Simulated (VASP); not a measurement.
# HfC (Fm-3m) in VASP: notebook

The runs below take HfC through single point, with PBEsol, BLYP.

Everything below comes from runs of VASP 6.6.1. Logs are shortened: lines on timing, memory, paths and dates and some standing lists are left out, and cuts for length are marked.

**1. The cell of the first run**

Symmetry: Fm-3m, No. 225, cubic system. The conventional cell has a = 4.681 Å, b = 4.681 Å, c = 4.681 Å, α = 90.00°, β = 90.00°, γ = 90.00°. Hf (site symmetry m-3m) has 6 C at 2.34 Å within 3.1 Å. C (site symmetry m-3m) has 6 Hf at 2.34 Å within 3.1 Å.

**2. Single point, PBEsol (volume scaled by 1.02)**

INCAR reads:

```
  ALGO = Normal
  EDIFF = 1E-6
  ENCUT = 520
  GGA = PS
  ISIF = 2
  ISMEAR = -1
  LASPH = T
  LCHARG = F
  LREAL = F
  LWAVE = F
  NBANDS = 14
  NELM = 80
  PREC = Accurate
  SIGMA = 0.05
```

KPOINTS reads:

```
k-points
0
Gamma
  10 10 10
```

POSCAR reads:

```
HfC
1.0
    0.0000000000      2.3403977997      2.3403977997
    2.3403977997      0.0000000000      2.3403977997
    2.3403977997      2.3403977997      0.0000000000
Hf C
1 1
Direct
    0.5000000000      0.5000000000      0.5000000000
    0.0000000000      0.0000000000      0.0000000000
```

Potentials or basis: VASP PAW PBE potentials, release 64 (Hf_pv, C).

The run is started by

```console
$ cat potpaw_PBE.64/Hf_pv/POTCAR potpaw_PBE.64/C/POTCAR > POTCAR
$ mpirun -np 1 vasp_std > vasp.out
```

OUTCAR:

```text
EDIFF = 1E-6
   ENCUT = 520
   GGA = PS
   ISIF = 2
   ISMEAR = -1
   LASPH = T
   LREAL = F
   NELM = 80
   PREC = Accurate

 ion  position               nearest neighbor table
   1  0.500  0.500  0.500-   2 2.34   2 2.34   2 2.34   2 2.34   2 2.34   2 2.34
   2  0.000  0.000  0.000-   1 2.34   1 2.34   1 2.34   1 2.34   1 2.34   1 2.34

  LATTYP: Found a face centered cubic cell.
 ALAT       =     4.6807955994

  Lattice vectors:

 A1 = (   0.0000000000,   2.3403977997,   2.3403977997)
 A2 = (   2.3403977997,   0.0000000000,   2.3403977997)
 A3 = (   2.3403977997,   2.3403977997,   0.0000000000)

Analysis of symmetry for initial positions (statically):
=====================================================================
 Subroutine PRICEL returns:
 Original cell was already a primitive cell.

 Routine SETGRP: Setting up the symmetry group for a
 face centered cubic supercell.

 Subroutine GETGRP returns: Found 48 space group operations
 (whereof 48 operations were pure point group operations)
 out of a pool of 48 trial point group operations.

The static configuration has the point symmetry O_h .

Analysis of symmetry for dynamics (positions and initial velocities):
=====================================================================
 Subroutine PRICEL returns:
 Original cell was already a primitive cell.

 Routine SETGRP: Setting up the symmetry group for a
 face centered cubic supercell.

 Subroutine GETGRP returns: Found 48 space group operations
 (whereof 48 operations were pure point group operations)
 out of a pool of 48 trial point group operations.

The dynamic configuration has the point symmetry O_h .

 Subroutine INISYM returns: Found 48 space group operations
 (whereof 48 operations are pure point group operations),
 and found     1 'primitive' translations

----------------------------------------------------------------------------------------

                                     Primitive cell

  volume of cell :      25.6389

  direct lattice vectors                    reciprocal lattice vectors
     0.000000000  2.340397800  2.340397800    -0.213638895  0.213638895  0.213638895
     2.340397800  0.000000000  2.340397800     0.213638895 -0.213638895  0.213638895
     2.340397800  2.340397800  0.000000000     0.213638895  0.213638895 -0.213638895

[... 84 lines left out ...]
   LREAL  =      F    real-space projection
   EDIFFG = 0.1E-04   stopping-criterion for IOM
   NSW    =      0    number of steps for IOM
   IBRION =     -1    ionic relax: 0-MD 1-quasi-New 2-CG
   NFREE  =      0    steps in history (QN), initial steepest desc. (CG)
   ISIF   =      2    stress and relaxation
   ISYM   =      2    0-nonsym 1-usesym 2-fastsym
   POTIM  = 0.5000    time-step for ionic-motion
   TEBEG  =    0.0;   TEEND  =   0.0 temperature during run
   PSTRESS=    0.0 pullay stress
   NELECT =      14.0000    total number of electrons
   NUPDOWN=      -1.0000    fix difference up-down
   EMIN   =  10.00;   EMAX   =-10.00  energy-range for DOS
   EFERMI =   0.00;   METHOD = LEGACY
   ISMEAR =    -1;   SIGMA  =   0.05  broadening in eV -4-tet -1-fermi 0-gaus
   EFERMI_NEDOS =   21; number of points for ismear=-14 and -15
   IALGO  =     38    algorithm
   IMIX   =      4    mixing-type and parameters
     AMIX     =   0.40;   BMIX     =  1.00
     AMIX_MAG =   1.60;   BMIX_MAG =  1.00
  volume/ion in A,a.u.               =      12.82        86.51
  Fermi-wavevector in a.u.,A,eV,Ry     =   1.338087  2.528619 24.360932  1.790478
  Thomas-Fermi vector in A             =   2.466585
   LORBIT       =      0    0 simple, 1 ext, 2 COOP (PROOUT), +10 PAW based schemes
   GGA     = PS    functional components
   LHFCALC =     F    Hartree Fock is set to
   AEXX    =    0.0000 exact exchange contribution
   IVDW    =     0    specifies the selected vdW correction
   LEPSILON=     F    determine dielectric tensor
   LRPA    =     F    only Hartree local field effects (RPA)
 non-spin polarized calculation
  energy-cutoff  :      520.00
  volume of cell :       25.64
 maximum number of plane-waves:       701
 NGX is ok and might be reduce to    28
   NGX = 13   NGY = 13   NGZ = 13

 number of electron      14.0000001 magnetization

 Free energy of the ion-electron system (eV)
  ---------------------------------------------------
  ext. energy  EPLUGINS =         0.00000000
  ---------------------------------------------------
  free energy    TOTEN  =       -22.14973952 eV

  energy without entropy =      -22.14683410  energy(sigma->0) =      -22.14828681

 E-fermi :   5.6860     XC(G=0): -12.3236

 val. band max:        5.6844274211   @ k =   0.1000   0.0000   0.0000
 cond. band min:       5.8108552184   @ k =   0.5000   0.4000   0.0000
 fundamental gap:      0.1264277973
 Fermi energy:         5.6860183485

 k-point     1 :       0.0000    0.0000    0.0000
  band No.  band energies     occupation
      1     -23.9414      2.00000
      2     -23.9414      2.00000
      3     -23.9414      2.00000
      4      -6.5332      2.00000
      5       6.6711      0.00000
      6       6.6711      0.00000
      7       6.6711      0.00000
      8       6.9937      0.00000
      9       6.9937      0.00000
     10       6.9937      0.00000
     11       8.9576      0.00000
     12       8.9576      0.00000
     13      12.2515      0.00000
     14      16.5422      0.00000
[... 377 lines left out ...]
      1     -24.4022      2.00000
      2     -24.1271      2.00000
      3     -24.1078      2.00000
      4      -4.4548      2.00000
      5       1.9622      2.00000
      6       3.8667      2.00000
      7       4.9549      2.00000
      8       5.8573      0.06295
      9      10.8886      0.00000
     10      11.8790      0.00000
     11      12.0135      0.00000
     12      13.6980      0.00000
     13      16.9077      0.00000
     14      18.0760      0.00000

 [... further k-points ...]
[... 5 lines left out ...]
  --------------------------------------------------------------------------------------
  -------------------------------------------------------------------------------------
  Total       -1.8025626     -1.8025626     -1.8025626      0.0000000      0.0000000      0.0000000
  in kB     -112.6424016   -112.6424016   -112.6424016      0.0000000      0.0000000      0.0000000
  external PRESSURE =    -112.6424016 kB  Pullay stress =       0.0000000 kB

 VOLUME and BASIS-vectors are now :
 -----------------------------------------------------------------------------
  energy-cutoff  :      520.00
  volume of cell :       25.64
      direct lattice vectors                 reciprocal lattice vectors
     0.000000000  2.340397800  2.340397800    -0.213638895  0.213638895  0.213638895
     2.340397800  0.000000000  2.340397800     0.213638895 -0.213638895  0.213638895
     2.340397800  2.340397800  0.000000000     0.213638895  0.213638895 -0.213638895

 POSITION                                       TOTAL-FORCE (eV/Angst)
 -----------------------------------------------------------------------------------
      2.34040      2.34040      2.34040        -0.000000      0.000000     -0.000000
      0.00000      0.00000      0.00000         0.000000     -0.000000      0.000000
 -----------------------------------------------------------------------------------
    total drift:                                0.000000      0.000000      0.000000

  FREE ENERGIE OF THE ION-ELECTRON SYSTEM (eV)
  ---------------------------------------------------
  free  energy   TOTEN  =       -22.1497395167 eV

  energy  without entropy=      -22.1468340954  energy(sigma->0) =      -22.14828681
```

OSZICAR:

```text
N       E                     dE             d eps       ncg     rms          rms(c)
DAV:   1     0.213999843369E+02    0.21400E+02   -0.77164E+03  1332   0.973E+02
DAV:   2    -0.235882777525E+02   -0.44988E+02   -0.42135E+02  1712   0.199E+02
DAV:   3    -0.250716542874E+02   -0.14834E+01   -0.14785E+01  1532   0.260E+01
DAV:   4    -0.250784346968E+02   -0.67804E-02   -0.67798E-02  1586   0.219E+00
DAV:   5    -0.250784786587E+02   -0.43962E-04   -0.43962E-04  1544   0.158E-01    0.559E+01
DAV:   6    -0.222461262552E+02    0.28324E+01   -0.10877E+01  1406   0.172E+01    0.400E+01
DAV:   7    -0.221715568082E+02    0.74569E-01   -0.52787E-01  1652   0.503E+00    0.239E+01
DAV:   8    -0.221564737935E+02    0.15083E-01   -0.81113E-02  1580   0.218E+00    0.585E+00
DAV:   9    -0.221500933806E+02    0.63804E-02   -0.21716E-02  1472   0.883E-01    0.214E+00
DAV:  10    -0.221497501748E+02    0.34321E-03   -0.15836E-03  1694   0.288E-01    0.107E-01
DAV:  11    -0.221497398135E+02    0.10361E-04   -0.91731E-05  1496   0.814E-02    0.232E-02
DAV:  12    -0.221497395167E+02    0.29684E-06   -0.37381E-06  1652   0.151E-02
   1 F= -.22149740E+02 E0= -.22148287E+02  d E =-.290542E-02
```

stdout:

```text
POSCAR found type information on POSCAR HfC
 POSCAR found :  2 types and       2 ions
 scaLAPACK will be used
 -----------------------------------------------------------------------------
|                                                                             |
|                                                                             |
|     You enforced a specific xc type in the INCAR file but a different       |
|     I HOPE YOU KNOW WHAT YOU ARE DOING!                                     |
|                                                                             |
 -----------------------------------------------------------------------------

 LDA part: xc-table for (Slater+PW92), standard interpolation
 POSCAR, INCAR and KPOINTS ok, starting setup
 FFT: planning ... GRIDC
 FFT: planning ... GRID_SOFT
 FFT: planning ... GRID
 WAVECAR not read
 entering main loop
```

It took 16 s on 1 thread of AMD EPYC 7R13 (Zen 3), shared host; peak memory 0.14 GiB.

Results:

```yaml
Free_energy: -22.1497 eV
Pressure: -11.3 GPa
Band_gap_on_the_k_mesh: zero (band 7 reaches 6.67 eV, above the bottom of band 8 at 5.25 eV)
```

Caveat: the cell differs from its parent crystal (volume scaled by 1.02); the PAW data sets were made with another functional, which shifts forces and pressure a little; spin-orbit coupling is left out, which moves the levels of the heavy elements.

**3. Single point, PBEsol (volume scaled by 1.06)**

INCAR reads:

```
PREC = Accurate ; ENCUT = 520
EDIFF = 1E-7 ; ISMEAR = -1
SIGMA = 0.05 ; LREAL = F
LASPH = T ; NELM = 100
ALGO = Normal ; ISIF = 2
LWAVE = F ; LCHARG = F
GGA = PS ; NBANDS = 14
```

KPOINTS reads:

```
regular mesh
0
Gamma
  10 10 10
```

POSCAR reads:

```
HfC
1.0
    0.0000000000      2.3705998121      2.3705998121
    2.3705998121      0.0000000000      2.3705998121
    2.3705998121      2.3705998121      0.0000000000
Hf C
1 1
Direct
    0.5000000000      0.5000000000      0.5000000000
    0.0000000000      0.0000000000      0.0000000000
```

Potentials or basis: VASP PAW PBE potentials, release 64 (Hf_pv, C).

The run is started by

```console
$ cat potpaw_PBE.64/Hf_pv/POTCAR potpaw_PBE.64/C/POTCAR > POTCAR
$ mpirun -np 1 vasp_std > vasp.out
```

Wall time 18 s (1 thread of AMD EPYC 7R13 (Zen 3), shared host); peak memory 0.13 GiB.

The run converged. Its results:

* Free energy: -22.0555 eV
* Pressure: -18.6 GPa
* Band gap on the k mesh: zero (band 7 reaches 6.36 eV, above the bottom of band 8 at 4.97 eV)

Levels at points of the mesh, in eV from the Fermi level:
```
           k point  band 5  band 6  band 7  band 8  band 9  band 10
(0.00, 0.00, 0.00)    0.95    0.95    0.95    1.28    1.28     1.28
(0.50, 0.00, 0.00)   -5.96   -2.84   -2.84    4.92    4.92     5.35
(0.50, 0.50, 0.00)   -2.67   -1.68   -0.17   -0.17    4.92     6.22
```

Caveat: the cell differs from its parent crystal (volume scaled by 1.06); the PAW data sets were made with another functional, which shifts forces and pressure a little; spin-orbit coupling is left out, which moves the levels of the heavy elements.

**4. Single point, PBEsol**

This run uses another cell than the first one, of 12.57 Å³/atom, 0.980 times its volume.

INCAR reads:

```
PREC = Accurate
ENCUT = 520
EDIFF = 1E-6
ISMEAR = 0
SIGMA = 0.1
LREAL = False
LASPH = True
NELM = 80
ALGO = Normal
ISIF = 2
LWAVE = False
LCHARG = True
GGA = PS
LELF = True
LVHAR = True
NBANDS = 14
```

KPOINTS reads:

```
Automatic mesh
0
Gamma
  10 10 10
```

POSCAR reads:

```
HfC
1.0
    0.0000000000      2.3250000000      2.3250000000
    2.3250000000      0.0000000000      2.3250000000
    2.3250000000      2.3250000000      0.0000000000
Hf C
1 1
Direct
    0.5000000000      0.5000000000      0.5000000000
    0.0000000000      0.0000000000      0.0000000000
```

The run is started by

```console
$ cat potpaw_PBE.64/Hf_pv/POTCAR potpaw_PBE.64/C/POTCAR > POTCAR
$ mpirun -np 1 vasp_std > vasp.out
```

Wall time 20 s (1 thread of AMD EPYC 7R43 (Zen 3), shared host); peak memory 0.11 GiB.

Results (log left out):

```
Free energy            : -22.1777 eV
Pressure               : -7.0 GPa
Band gap on the k mesh : zero (band 7 reaches 6.83 eV, above the bottom of band 8 at 5.41 eV)
```

Levels at points of the mesh, in eV from the Fermi level:
```csv
k point,band 3,band 4,band 5,band 6,band 7,band 8,band 9,band 10,band 11,band 12
"(0.00, 0.00, 0.00)",-29.53,-12.32,0.99,0.99,0.99,1.31,1.31,1.31,3.33,3.33
"(0.50, 0.00, 0.00)",-29.60,-8.52,-6.21,-3.02,-3.02,5.26,5.26,5.73,6.48,11.38
"(0.50, 0.50, 0.00)",-29.77,-10.39,-2.62,-1.86,-0.11,-0.11,5.26,6.69,6.69,8.31
```

Caveat: the PAW data sets were made with another functional, which shifts forces and pressure a little; spin-orbit coupling is left out, which moves the levels of the heavy elements.

**5. Single point, PBEsol**

This run uses another cell than the first one, of 12.57 Å³/atom, 0.980 times its volume.

INCAR reads:

```
ALGO     = Normal         # electronic algorithm
EDIFF    = 1E-6           # SCF threshold, eV
ENCUT    = 520            # plane-wave cutoff, eV
GGA      = PS             # functional
ISIF     = 2              # what is computed and relaxed
ISMEAR   = 0              # smearing method
LASPH    = T              # aspherical terms in the spheres
LCHARG   = F              # write CHGCAR
LREAL    = F              # projectors in reciprocal space
LWAVE    = F              # write WAVECAR
NBANDS   = 14             # bands
NELM     = 80             # most SCF steps
PREC     = Accurate       # precision mode
SIGMA    = 0.02           # smearing width, eV
```

KPOINTS reads:

```
k-points
0
Gamma
  10 10 10
```

POSCAR is that of step 4.

Potentials or basis: VASP PAW PBE potentials, release 64 (Hf_pv, C).

The run is started by

```console
$ cat potpaw_PBE.64/Hf_pv/POTCAR potpaw_PBE.64/C/POTCAR > POTCAR
$ mpirun -np 1 vasp_std > vasp.out
```

OUTCAR:

```text
EDIFF = 1E-6
   ENCUT = 520
   GGA = PS
   ISIF = 2
   ISMEAR = 0
   LASPH = T
   LREAL = F
   NELM = 80
   PREC = Accurate

 ion  position               nearest neighbor table
   1  0.500  0.500  0.500-   2 2.33   2 2.33   2 2.33   2 2.33   2 2.33   2 2.33
   2  0.000  0.000  0.000-   1 2.33   1 2.33   1 2.33   1 2.33   1 2.33   1 2.33

  LATTYP: Found a face centered cubic cell.
 ALAT       =     4.6500000000

  Lattice vectors:

 A1 = (   0.0000000000,   2.3250000000,   2.3250000000)
 A2 = (   2.3250000000,   0.0000000000,   2.3250000000)
 A3 = (   2.3250000000,   2.3250000000,   0.0000000000)

Analysis of symmetry for initial positions (statically):
=====================================================================
 Subroutine PRICEL returns:
 Original cell was already a primitive cell.

 Routine SETGRP: Setting up the symmetry group for a
 face centered cubic supercell.

 Subroutine GETGRP returns: Found 48 space group operations
 (whereof 48 operations were pure point group operations)
 out of a pool of 48 trial point group operations.

The static configuration has the point symmetry O_h .

Analysis of symmetry for dynamics (positions and initial velocities):
[... 166 lines left out ...]
 k-point     1 :       0.0000    0.0000    0.0000
  band No.  band energies     occupation
      1     -23.6942      2.00000
      2     -23.6942      2.00000
      3     -23.6942      2.00000
      4      -6.4829      2.00000
      5       6.8325      0.00000
      6       6.8325      0.00000
      7       6.8325      0.00000
      8       7.1510      0.00000
      9       7.1510      0.00000
     10       7.1510      0.00000
     11       9.1699      0.00000
     12       9.1699      0.00000
     13      12.6355      0.00000
     14      16.7509      0.00000
[... 377 lines left out ...]
      1     -24.1911      2.00000
      2     -23.8940      2.00000
      3     -23.8731      2.00000
      4      -4.3683      2.00000
      5       2.0802      2.00000
      6       3.9754      2.00000
      7       5.1023      2.00000
      8       6.0069      0.00000
      9      11.1552      0.00000
     10      12.1747      0.00000
     11      12.3086      0.00000
     12      14.0792      0.00000
     13      17.3492      0.00000
     14      18.4385      0.00000

 [... further k-points ...]
[... 5 lines left out ...]
  --------------------------------------------------------------------------------------
  -------------------------------------------------------------------------------------
  Total       -1.0969551     -1.0969551     -1.0969551      0.0000000     -0.0000000      0.0000000
  in kB      -69.9198635    -69.9198635    -69.9198635      0.0000000     -0.0000000      0.0000000
  external PRESSURE =     -69.9198635 kB  Pullay stress =       0.0000000 kB

 VOLUME and BASIS-vectors are now :
 -----------------------------------------------------------------------------
  energy-cutoff  :      520.00
  volume of cell :       25.14
      direct lattice vectors                 reciprocal lattice vectors
     0.000000000  2.325000000  2.325000000    -0.215053763  0.215053763  0.215053763
     2.325000000  0.000000000  2.325000000     0.215053763 -0.215053763  0.215053763
     2.325000000  2.325000000  0.000000000     0.215053763  0.215053763 -0.215053763

 POSITION                                       TOTAL-FORCE (eV/Angst)
 -----------------------------------------------------------------------------------
      2.32500      2.32500      2.32500         0.000000      0.000000     -0.000000
      0.00000      0.00000      0.00000         0.000000     -0.000000      0.000000
 -----------------------------------------------------------------------------------
    total drift:                                0.000000     -0.000000      0.000000

  FREE ENERGIE OF THE ION-ELECTRON SYSTEM (eV)
  ---------------------------------------------------
  free  energy   TOTEN  =       -22.1769051965 eV

  energy  without entropy=      -22.1767335923  energy(sigma->0) =      -22.17681939
```

Run time: 17 s. Hardware: 1 thread of AMD EPYC 7R43 (Zen 3), shared host; peak memory 0.11 GiB.

What came out:

* Free energy: -22.1769 eV
* Pressure: -7.0 GPa
* Band gap on the k mesh: zero (band 7 reaches 6.83 eV, above the bottom of band 8 at 5.41 eV)

Caveat: the PAW data sets were made with another functional, which shifts forces and pressure a little; spin-orbit coupling is left out, which moves the levels of the heavy elements.

(Continued in part 2 of 2.)
